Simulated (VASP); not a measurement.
# BaTiO3 (Pm-3m) in VASP: a series of runs, part 2 of 2

VASP 6.6.1. Earlier steps stand in the parts before.

## 3. Single point, PBE+U

Contents of INCAR:

```
SYSTEM = BaTiO3
PREC = Accurate
ENCUT = 520
EDIFF = 1E-6
ISMEAR = 0
SIGMA = 0.01
LREAL = .False.
LASPH = .True.
NELM = 150
ALGO = Normal
ISIF = 2
LWAVE = .False.
LCHARG = .False.
LMAXMIX = 4
LDAU = .True.
LDAUTYPE = 2
LDAUL = -1 2 -1
LDAUU = 0 4 0
LDAUJ = 0 0 0
LDAUPRINT = 1
GGA = PE
NBANDS = 28
```

Contents of KPOINTS:

```
regular mesh
0
Gamma
  6 6 6
  0 0 0
```

Contents of POSCAR:

```
BaTiO3
1.0
    4.0060000000      0.0000000000      0.0000000000
    0.0000000000      4.0060000000      0.0000000000
    0.0000000000      0.0000000000      4.0060000000
Ba Ti O
1 1 3
Direct
    0.5000000000      0.5000000000      0.5000000000
    0.0000000000      0.0000000000      0.0000000000
    0.5000000000      0.0000000000      0.0000000000
    0.0000000000      0.5000000000      0.0000000000
    0.0000000000      0.0000000000      0.5000000000
```

Potentials or basis: VASP PAW PBE potentials, release 64 (Ba_sv, Ti_sv, O).

Started as:

```
$ cat potpaw_PBE.64/Ba_sv/POTCAR potpaw_PBE.64/Ti_sv/POTCAR potpaw_PBE.64/O/POTCAR > POTCAR
$ mpirun -np 1 vasp_std > vasp.out
```

It took 70 s on 1 thread of Intel Xeon 8259CL, shared host; peak memory 0.19 GiB.

The run converged. Its results:

| Property | Result |
| --- | --- |
| Free energy | -37.2984 eV |
| Pressure | 6.6 GPa |
| Band gap on the k mesh | 2.21 eV (least direct gap 2.40 eV) |

Levels at points of the mesh, in eV from the valence-band top:
| k point | band 16 | band 17 | band 18 | band 19 | band 20 | band 21 | band 22 | band 23 | band 24 | band 25 |
| --- | --- | --- | --- | --- | --- | --- | --- | --- | --- | --- |
| (0.00, 0.00, 0.00) | -1.10 | -1.10 | -0.19 | -0.19 | -0.19 | 2.21 | 2.21 | 2.21 | 3.92 | 3.92 |
| (0.50, 0.00, 0.00) | -1.93 | -1.74 | -1.74 | -0.79 | -0.79 | 2.39 | 3.90 | 3.90 | 3.92 | 5.85 |
| (0.50, 0.50, 0.00) | -2.61 | -1.88 | -0.89 | -0.89 | -0.09 | 3.92 | 3.92 | 4.35 | 4.72 | 7.61 |
| (0.50, 0.50, 0.50) | -2.32 | -2.32 | 0.00 | 0.00 | 0.00 | 4.58 | 4.58 | 4.58 | 6.64 | 6.64 |

Eigenvalues of the final occupation matrices:
| site | spin | trace | eigenvalues |
| --- | --- | --- | --- |
| site 2 d | 1 | 0.79 | 0.10 0.10 0.10 0.24 0.24 |
| site 2 d | 2 | 0.79 | 0.10 0.10 0.10 0.24 0.24 |

Caveat: the cell stands under pressure; spin-orbit coupling is left out, which moves the levels of the heavy elements. A k mesh can miss the band edges.

## 4. Single point, PBE+U

Contents of INCAR:

```
  PREC = Accurate
  ENCUT = 520
  EDIFF = 1E-6
  ISMEAR = 0
  SIGMA = 0.01
  LREAL = False
  LASPH = True
  NELM = 150
  ALGO = Normal
  ISIF = 2
  LWAVE = False
  LCHARG = True
  LMAXMIX = 4
  LDAU = True
  LDAUTYPE = 2
  LDAUL = -1 2 -1
  LDAUU = 0 6 0
  LDAUJ = 0 0 0
  LDAUPRINT = 1
  GGA = PE
  LELF = True
  LVHAR = True
  NBANDS = 28
```

Contents of KPOINTS:

```
Automatic mesh
0
Gamma
  6 6 6
```

POSCAR is that of step 3.

Started as:

```
$ cat potpaw_PBE.64/Ba_sv/POTCAR potpaw_PBE.64/Ti_sv/POTCAR potpaw_PBE.64/O/POTCAR > POTCAR
$ mpirun -np 1 vasp_std > vasp.out
```

Wall time 66 s (1 thread of Intel Xeon 8259CL, shared host); peak memory 0.19 GiB.

Results (log left out):

```
Free energy            : -36.0452 eV
Pressure               : 8.2 GPa
Band gap on the k mesh : 2.48 eV (least direct gap 2.69 eV)
```

Levels at points of the mesh, in eV from the valence-band top:
```csv
k point,band 17,band 18,band 19,band 20,band 21,band 22,band 23,band 24
"(0.00, 0.00, 0.00)",-1.11,-0.21,-0.21,-0.21,2.48,2.48,2.48,3.95
"(0.50, 0.00, 0.00)",-1.70,-1.70,-0.82,-0.82,2.68,3.96,4.16,4.16
"(0.50, 0.50, 0.00)",-1.96,-0.90,-0.90,-0.09,4.18,4.18,4.62,4.73
"(0.50, 0.50, 0.50)",-2.27,0.00,0.00,0.00,4.85,4.85,4.85,6.60
```

Eigenvalues of the final occupation matrices:
| site | spin | trace | eigenvalues |
| --- | --- | --- | --- |
| site 2 d | 1 | 0.75 | 0.09 0.09 0.09 0.23 0.23 |
| site 2 d | 2 | 0.75 | 0.09 0.09 0.09 0.23 0.23 |

Caveat: the cell stands under pressure; spin-orbit coupling is left out, which moves the levels of the heavy elements.

## 5. Single point, PBE+U

Contents of INCAR:

```
PREC = Accurate ; ENCUT = 520
EDIFF = 1E-6 ; ISMEAR = 0
SIGMA = 0.01 ; LREAL = False
LASPH = True ; NELM = 150
ALGO = Normal ; ISIF = 2
LWAVE = False ; LCHARG = False
LMAXMIX = 4 ; LDAU = True
LDAUTYPE = 2 ; LDAUL = -1 2 -1
LDAUU = 0 8 0 ; LDAUJ = 0 0 0
LDAUPRINT = 1 ; GGA = PE
NBANDS = 28
```

KPOINTS is that of step 4.

POSCAR is that of step 4.

Potentials or basis: VASP PAW PBE potentials, release 64 (Ba_sv, Ti_sv, O).

Started as:

```
$ cat potpaw_PBE.64/Ba_sv/POTCAR potpaw_PBE.64/Ti_sv/POTCAR potpaw_PBE.64/O/POTCAR > POTCAR
$ mpirun -np 1 vasp_std > vasp.out
```

OUTCAR:

```text
PREC = Accurate
   ENCUT = 520
   EDIFF = 1E-6
   ISMEAR = 0
   LREAL = False
   LASPH = True
   NELM = 150
   ISIF = 2
   GGA = PE

 ion  position               nearest neighbor table
   1  0.500  0.500  0.500-   3 2.83   4 2.83   5 2.83   3 2.83   4 2.83   3 2.83   5 2.83   3 2.83
                             4 2.83   5 2.83   4 2.83   5 2.83   2 3.47   2 3.47   2 3.47   2 3.47
   2  0.000  0.000  0.000-   3 2.00   4 2.00   5 2.00   5 2.00   4 2.00   3 2.00   1 3.47   1 3.47
                             1 3.47   1 3.47   1 3.47   1 3.47   1 3.47   1 3.47
   3  0.500  0.000  0.000-   2 2.00   2 2.00   1 2.83   1 2.83   1 2.83   1 2.83
   4  0.000  0.500  0.000-   2 2.00   2 2.00   1 2.83   1 2.83   1 2.83   1 2.83
   5  0.000  0.000  0.500-   2 2.00   2 2.00   1 2.83   1 2.83   1 2.83   1 2.83

  LATTYP: Found a simple cubic cell.
 ALAT       =     4.0060000000

  Lattice vectors:

 A1 = (   4.0060000000,   0.0000000000,   0.0000000000)
 A2 = (   0.0000000000,   4.0060000000,   0.0000000000)
 A3 = (   0.0000000000,   0.0000000000,   4.0060000000)

Analysis of symmetry for initial positions (statically):
=====================================================================
 Subroutine PRICEL returns:
[... 213 lines left out ...]
 cond. band min:       6.8550743774   @ k =   0.0000   0.0000   0.0000
 fundamental gap:      2.7633199296
 Fermi energy:         4.1530340058

 k-point     1 :       0.0000    0.0000    0.0000
  band No.  band energies     occupation
      1     -54.7634      2.00000
      2     -30.8733      2.00000
      3     -30.8733      2.00000
      4     -30.8733      2.00000
      5     -20.7406      2.00000
      6     -12.9169      2.00000
[... 609 lines left out ...]
     27      11.7225      0.00000
     28      11.7225      0.00000

------------------------ aborting loop because EDIFF is reached ----------------------------------------

  FORCE on cell =-STRESS in cart. coord.  units (eV):
  Direction    XX          YY          ZZ          XY          YZ          ZX
  --------------------------------------------------------------------------------------
  -------------------------------------------------------------------------------------
  Total        3.9471624      3.9471624      3.9471624      0.0000000     -0.0000000      0.0000000
  in kB       98.3700156     98.3700156     98.3700156      0.0000000     -0.0000000      0.0000000
  external PRESSURE =      98.3700156 kB  Pullay stress =       0.0000000 kB

 VOLUME and BASIS-vectors are now :
 -----------------------------------------------------------------------------
  energy-cutoff  :      520.00
  volume of cell :       64.29
      direct lattice vectors                 reciprocal lattice vectors
     4.006000000  0.000000000  0.000000000     0.249625562  0.000000000  0.000000000
     0.000000000  4.006000000  0.000000000     0.000000000  0.249625562  0.000000000
     0.000000000  0.000000000  4.006000000     0.000000000  0.000000000  0.249625562

 POSITION                                       TOTAL-FORCE (eV/Angst)
 -----------------------------------------------------------------------------------
      2.00300      2.00300      2.00300         0.000000      0.000000      0.000000
      0.00000      0.00000      0.00000         0.000000      0.000000      0.000000
      2.00300      0.00000      0.00000         0.000000      0.000000      0.000000
      0.00000      2.00300      0.00000         0.000000      0.000000      0.000000
      0.00000      0.00000      2.00300         0.000000      0.000000      0.000000
 -----------------------------------------------------------------------------------
    total drift:                                0.000000     -0.000000      0.000000

  FREE ENERGIE OF THE ION-ELECTRON SYSTEM (eV)
  ---------------------------------------------------
  free  energy   TOTEN  =       -34.8475837214 eV

  energy  without entropy=      -34.8475837214  energy(sigma->0) =      -34.84758372
```

stdout:

```text
POSCAR found type information on POSCAR BaTiO
 POSCAR found :  3 types and       5 ions
 scaLAPACK will be used
 LDA part: xc-table for (Slater+PW92), standard interpolation
 POSCAR, INCAR and KPOINTS ok, starting setup
 FFT: planning ... GRIDC
 FFT: planning ... GRID_SOFT
 FFT: planning ... GRID
 WAVECAR not read
 entering main loop
```

Run time: 80 s. Hardware: 1 thread of Intel Xeon 8259CL, shared host; peak memory 0.19 GiB.

Results:

* Free energy: -34.8476 eV
* Pressure: 9.8 GPa
* Band gap on the k mesh: 2.76 eV (least direct gap 2.99 eV)

Eigenvalues of the final occupation matrices:
```csv
site,spin,trace,eigenvalues
site 2 d,1,0.71,0.09 0.09 0.09 0.23 0.23
site 2 d,2,0.71,0.09 0.09 0.09 0.23 0.23
```

Caveat: the cell stands under pressure; spin-orbit coupling is left out, which moves the levels of the heavy elements. A k mesh can miss the band edges.

## 6. The runs side by side

| U | gap on the mesh (eV) | pressure (GPa) |
| --- | --- | --- |
| Ti d U = 2.0 eV | 1.96 | 5.0 |
| Ti d U = 4.0 eV | 2.21 | 6.6 |
| Ti d U = 6.0 eV | 2.48 | 8.2 |
| Ti d U = 8.0 eV | 2.76 | 9.8 |

Alike in all rows: task single point; level PBE+U; potentials or basis VASP PAW PBE potentials, release 64 (Ba_sv, Ti_sv, O); no spin polarisation; cell as given; k mesh 6 × 6 × 6; cutoff (eV) 520; smearing gaussian 0.01 eV.

Caveats: the cell stands under pressure; spin-orbit coupling is left out, which moves the levels of the heavy elements.

Total energies depend on the potentials used, so only differences within one code and one set of settings carry meaning.
